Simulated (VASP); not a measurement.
# SnH (P-3m1) in VASP: single point with PBE

Aim: the single point of SnH with PBE.

All numbers are computed with VASP 6.6.1; they aren't measurements. Logs are shortened: lines on timing, memory, paths and dates and some standing lists are left out, and cuts for length are marked.

## Step 1: The cell of the first run

It takes space group P-3m1 (No. 164, trigonal). The conventional cell has a = 5.190 Å, b = 5.190 Å, c = 3.181 Å, α = 90.00°, β = 90.00°, γ = 120.00°. Sn (site symmetry 3m) has 5 Sn at 3.00 to 3.18 Å and 12 H at 3.23 to 3.59 Å within 3.9 Å. Within 1.0 Å of H (site symmetry 3m) lie 1 H at 0.76 Å.

## Step 2: Single point, PBE

Input file INCAR:

```
PREC = Accurate ; ENCUT = 520
EDIFF = 1E-6 ; ISMEAR = 0
SIGMA = 0.2 ; LREAL = False
LASPH = True ; NELM = 60
ALGO = Normal ; ISIF = 2
LWAVE = False ; LCHARG = False
GGA = PE ; NBANDS = 40
```

Input file KPOINTS:

```
Automatic mesh
0
Gamma
  6 4 4
```

Input file POSCAR:

```
SnH
1.0
    0.0000000000      0.0000000000      3.1805306880
    5.1895010717      0.0000000000      0.0000000000
    0.0000000000      8.9884795221      0.0000000000
Sn H
4 4
Direct
    0.0011317337      1.0000000000      0.3333333333
    0.0011317337      0.5000000000      0.8333333333
    0.9988682663      0.5000000000      0.1666666667
    0.9988682663      0.0000000000      0.6666666667
    0.3804318005      0.0000000000      0.0000000000
    0.3804318005      0.5000000000      0.5000000000
    0.6195681995      0.5000000000      0.5000000000
    0.6195681995      1.0000000000      0.0000000000
```

Potentials or basis: VASP PAW PBE potentials, release 64 (Sn_d, H).

Launch:

```bash
$ cat potpaw_PBE.64/Sn_d/POTCAR potpaw_PBE.64/H/POTCAR > POTCAR
$ mpirun -np 1 vasp_std > vasp.out
```

OUTCAR:

```text
PREC = Accurate
   ENCUT = 520
   EDIFF = 1E-6
   ISMEAR = 0
   LREAL = False
   LASPH = True
   NELM = 60
   ISIF = 2
   GGA = PE

 ion  position               nearest neighbor table
   1  0.001  0.000  0.333-   3 3.00   3 3.00   4 3.00
   2  0.001  0.500  0.833-   4 3.00   4 3.00   3 3.00
   3  0.999  0.500  0.167-   1 3.00   1 3.00   2 3.00
   4  0.999  0.000  0.667-   2 3.00   2 3.00   1 3.00
   5  0.380  0.000  0.000-   8 0.76
   6  0.380  0.500  0.500-   7 0.76
   7  0.620  0.500  0.500-   6 0.76
   8  0.620  0.000  0.000-   5 0.76

  LATTYP: Found a simple orthorhombic cell.
 ALAT       =     3.1805306880
 B/A-ratio  =     1.6316462819
 C/A-ratio  =     2.8260942603

  Lattice vectors:

 A1 = (   0.0000000000,   0.0000000000,   3.1805306880)
 A2 = (   5.1895010717,   0.0000000000,   0.0000000000)
 A3 = (   0.0000000000,   8.9884795221,   0.0000000000)

Analysis of symmetry for initial positions (statically):
=====================================================================
 Subroutine PRICEL returns following result:

  LATTYP: Found a hexagonal cell.
 ALAT       =     5.1895010717
 C/A-ratio  =     0.6128779326

  Lattice vectors:

 A1 = (  -5.1895010717,   0.0000000000,   0.0000000000)
 A2 = (   2.5947505358,  -4.4942397611,   0.0000000000)
 A3 = (   0.0000000000,   0.0000000000,   3.1805306880)

   2 primitive cells build up your supercell.

 Routine SETGRP: Setting up the symmetry group for a
 simple orthorhombic supercell.

 Subroutine GETGRP returns: Found  4 space group operations
 (whereof  4 operations were pure point group operations)
 out of a pool of  8 trial point group operations.

The static configuration has the point symmetry C_2h.

Analysis of symmetry for dynamics (positions and initial velocities):
=====================================================================
 Subroutine PRICEL returns following result:

  LATTYP: Found a hexagonal cell.
 ALAT       =     5.1895010717
 C/A-ratio  =     0.6128779326

  Lattice vectors:

 A1 = (  -5.1895010717,   0.0000000000,   0.0000000000)
 A2 = (   2.5947505358,  -4.4942397611,   0.0000000000)
 A3 = (   0.0000000000,   0.0000000000,   3.1805306880)

[... 106 lines left out ...]
   ICHARG =      2    charge: 1-file 2-atom 10-const
   ISPIN  =      1    spin polarized calculation?
   LNONCOLLINEAR =      F non collinear calculations
   LSORBIT =      F    spin-orbit coupling
   LASPH  =      T    aspherical Exc in radial PAW
   ENCUT  =  520.0 eV  38.22 Ry    6.18 a.u.   5.91  9.65 16.71*2*pi/ulx,y,z
   NELM   =     60;   NELMIN=  2; NELMDL= -5     # of ELM steps
   EDIFF  = 0.1E-05   stopping-criterion for ELM
   LREAL  =      F    real-space projection
   EDIFFG = 0.1E-04   stopping-criterion for IOM
   NSW    =      0    number of steps for IOM
   IBRION =     -1    ionic relax: 0-MD 1-quasi-New 2-CG
   NFREE  =      0    steps in history (QN), initial steepest desc. (CG)
   ISIF   =      2    stress and relaxation
   ISYM   =      2    0-nonsym 1-usesym 2-fastsym
   POTIM  = 0.5000    time-step for ionic-motion
   TEBEG  =    0.0;   TEEND  =   0.0 temperature during run
   PSTRESS=    0.0 pullay stress
   NELECT =      60.0000    total number of electrons
   NUPDOWN=      -1.0000    fix difference up-down
   EMIN   =  10.00;   EMAX   =-10.00  energy-range for DOS
   EFERMI =   0.00;   METHOD = LEGACY
   ISMEAR =     0;   SIGMA  =   0.20  broadening in eV -4-tet -1-fermi 0-gaus
   EFERMI_NEDOS =   21; number of points for ismear=-14 and -15
   IALGO  =     38    algorithm
   IMIX   =      4    mixing-type and parameters
     AMIX     =   0.40;   BMIX     =  1.00
     AMIX_MAG =   1.60;   BMIX_MAG =  1.00
  volume/ion in A,a.u.               =      18.54       125.15
  Fermi-wavevector in a.u.,A,eV,Ry     =   1.210658  2.287812 19.941958  1.465693
  Thomas-Fermi vector in A             =   2.346198
   LORBIT       =      0    0 simple, 1 ext, 2 COOP (PROOUT), +10 PAW based schemes
   GGA     = PE    functional components
   LHFCALC =     F    Hartree Fock is set to
   AEXX    =    0.0000 exact exchange contribution
   IVDW    =     0    specifies the selected vdW correction
   LEPSILON=     F    determine dielectric tensor
   LRPA    =     F    only Hartree local field effects (RPA)
 non-spin polarized calculation
 Gauss-broadening in eV      SIGMA  =   0.20
  energy-cutoff  :      520.00
  volume of cell :      148.36
 maximum number of plane-waves:      4052
 NGX is ok and might be reduce to    24
   NGX = 11   NGY = 19   NGZ = 33

 number of electron      60.0000000 magnetization

 Free energy of the ion-electron system (eV)
  ---------------------------------------------------
  ext. energy  EPLUGINS =         0.00000000
  ---------------------------------------------------
  free energy    TOTEN  =       -27.85709698 eV

  energy without entropy =      -27.80668063  energy(sigma->0) =      -27.83188881

 E-fermi :   5.2498     XC(G=0):  -9.2693

 val. band max:        5.2350325013   @ k =   0.0000   0.0000   0.2500
 cond. band min:       5.2687564084   @ k =   0.5000   0.0000   0.0000
 fundamental gap:      0.0337239072
 Fermi energy:         5.2498283040

 k-point     1 :       0.0000    0.0000    0.0000
  band No.  band energies     occupation
      1     -16.2947      2.00000
      2     -16.2675      2.00000
      3     -16.2652      2.00000
      4     -16.2299      2.00000
      5     -16.1614      2.00000
      6     -16.1613      2.00000
[... 1021 lines left out ...]
     39      10.1473      0.00000
     40      10.9086      0.00000

 [... further k-points ...]
[... 5 lines left out ...]
  --------------------------------------------------------------------------------------
  -------------------------------------------------------------------------------------
  Total        0.1213290     -0.4137765      0.0572822      0.0000000     -0.0014734      0.0000000
  in kB        1.3102791     -4.4685333      0.6186124      0.0000000     -0.0159115      0.0000000
  external PRESSURE =      -0.8465472 kB  Pullay stress =       0.0000000 kB

 VOLUME and BASIS-vectors are now :
 -----------------------------------------------------------------------------
  energy-cutoff  :      520.00
  volume of cell :      148.36
      direct lattice vectors                 reciprocal lattice vectors
     0.000000000  0.000000000  3.180530688     0.000000000  0.000000000  0.314412939
     5.189501072  0.000000000  0.000000000     0.192696752  0.000000000  0.000000000
     0.000000000  8.988479522  0.000000000     0.000000000  0.111253522  0.000000000

 POSITION                                       TOTAL-FORCE (eV/Angst)
 -----------------------------------------------------------------------------------
      0.00000      2.99616      0.00360        -0.000000      0.028455     -0.000829
      2.59475      7.49040      0.00360         0.000000      0.028455     -0.000829
      2.59475      1.49808      3.17693        -0.000000     -0.028455      0.000829
      0.00000      5.99232      3.17693         0.000000     -0.028455      0.000829
      0.00000      0.00000      1.20998         0.000000      0.000024      0.028585
      2.59475      4.49424      1.20998         0.000000      0.000024      0.028585
      2.59475      4.49424      1.97056         0.000000     -0.000024     -0.028585
      0.00000      0.00000      1.97056         0.000000     -0.000024     -0.028585
 -----------------------------------------------------------------------------------
    total drift:                               -0.000000      0.000000      0.000000

  FREE ENERGIE OF THE ION-ELECTRON SYSTEM (eV)
  ---------------------------------------------------
  free  energy   TOTEN  =       -27.8570969846 eV

  energy  without entropy=      -27.8066806344  energy(sigma->0) =      -27.83188881
```

OSZICAR:

```text
N       E                     dE             d eps       ncg     rms          rms(c)
DAV:   1     0.601374386762E+03    0.60137E+03   -0.29746E+04  3568   0.213E+03
DAV:   2     0.572138287388E+02   -0.54416E+03   -0.52888E+03  3360   0.589E+02
DAV:   3    -0.247979613651E+02   -0.82012E+02   -0.80737E+02  3856   0.190E+02
DAV:   4    -0.287594716228E+02   -0.39615E+01   -0.39436E+01  3936   0.460E+01
DAV:   5    -0.288789841260E+02   -0.11951E+00   -0.11950E+00  4448   0.835E+00    0.676E+00
DAV:   6    -0.281312651447E+02    0.74772E+00   -0.32469E-01  4168   0.359E+00    0.385E+00
DAV:   7    -0.278378056483E+02    0.29346E+00   -0.10452E+00  3760   0.434E+00    0.487E-01
DAV:   8    -0.278548050431E+02   -0.16999E-01   -0.27953E-01  3736   0.249E+00    0.278E-01
DAV:   9    -0.278573229650E+02   -0.25179E-02   -0.20993E-02  4456   0.484E-01    0.152E-01
DAV:  10    -0.278570100117E+02    0.31295E-03   -0.26897E-03  3992   0.383E-01    0.778E-02
DAV:  11    -0.278571100811E+02   -0.10007E-03   -0.96768E-04  3752   0.135E-01    0.267E-02
DAV:  12    -0.278570952521E+02    0.14829E-04   -0.14554E-04  3160   0.423E-02    0.101E-02
DAV:  13    -0.278570970047E+02   -0.17526E-05   -0.55144E-05  3400   0.222E-02    0.263E-03
DAV:  14    -0.278570969846E+02    0.20083E-07   -0.22146E-06  2896   0.616E-03
   1 F= -.27857097E+02 E0= -.27831889E+02  d E =-.504164E-01
```

stdout:

```text
POSCAR found type information on POSCAR SnH
 POSCAR found :  2 types and       8 ions
 scaLAPACK will be used
 LDA part: xc-table for (Slater+PW92), standard interpolation
 POSCAR, INCAR and KPOINTS ok, starting setup
 FFT: planning ... GRIDC
 FFT: planning ... GRID_SOFT
 FFT: planning ... GRID
 WAVECAR not read
 entering main loop
```

Run time: 3.1 min. Hardware: 1 thread of Intel Xeon Platinum 8488C (Sapphire Rapids), shared host; peak memory 0.34 GiB.

What came out:

| Item | Value |
| --- | --- |
| Free energy | -27.8571 eV |
| Pressure | -0.1 GPa |
| Largest force | 0.029 eV/Å |
| Band gap on the k mesh | zero (band 30 reaches 6.38 eV, above the bottom of band 31 at 3.56 eV) |

Forces in eV/Å, atoms in the order of the input:
```
Sn   0.000  0.028 -0.001
Sn   0.000  0.028 -0.001
Sn   0.000 -0.028  0.001
Sn   0.000 -0.028  0.001
H    0.000  0.000  0.029
H    0.000  0.000  0.029
H    0.000  0.000 -0.029
H    0.000  0.000 -0.029
```

Levels at points of the mesh, in eV from the Fermi level:
```csv
k point,band 28,band 29,band 30,band 31,band 32,band 33
"(0.00, 0.00, 0.00)",-2.03,-2.03,0.35,0.90,0.90,3.94
"(0.50, 0.00, 0.00)",-1.55,-1.54,-0.87,0.02,0.02,0.21
"(0.00, 0.50, 0.00)",-2.42,0.22,0.22,2.53,2.53,5.35
"(0.50, 0.50, 0.00)",-2.85,-1.72,-1.72,-1.69,-1.69,2.83
"(0.00, 0.00, 0.50)",-2.62,-0.80,-0.80,2.35,2.35,2.55
"(0.50, 0.00, 0.50)",-3.09,-0.66,-0.66,-0.50,-0.50,0.89
"(0.00, 0.50, 0.50)",-3.01,0.35,0.35,3.94,3.94,4.58
"(0.50, 0.50, 0.50)",-2.96,-1.54,-1.54,-0.87,-0.87,0.53
```

Caveat: spin-orbit coupling is left out, which moves the levels of the heavy elements.
